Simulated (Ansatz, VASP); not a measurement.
## AlRu: VASP beside Ansatz

```
Ru Al
1.0
     2.97747    0.00000    0.00000
     0.00000    2.97747    0.00000
     0.00000    0.00000    2.97747
Ru Al
1 1
Direct
  0.00000 0.00000 0.00000
  0.50000 0.50000 0.50000
```

Alike in both runs: functional PBEsol; k mesh 16 × 16 × 16; occupations gaussian, width 0.3 eV; no spin polarisation.

Ansatz relaxed the structure, and its values are those at the end. VASP's run is a single point on that final structure, the one shown.

```csv
,VASP,Ansatz
version,VASP 6.6.1,Ansatz 0.2.0
potentials or method,"VASP PAW PBE potentials, release 64 (Ru_pv, Al)","scalar-relativistic, plane waves, PAW"
plane-wave cutoff (eV),520,420
valence electrons in the cell,17,19
```

```tsv
	VASP	Ansatz	Ansatz less VASP
gap on the k mesh at the Fermi level (eV)	none	none	-
pressure (GPa)	0.1	0.0	-0.07
```

VASP's potentials were made for PBE, not for PBEsol. A gap of «none» marks a metal or a gap that the smearing closes. VASP's potentials hold 17 valence electrons a cell and Ansatz's 19, so a difference there can come from the potentials and not from the codes.
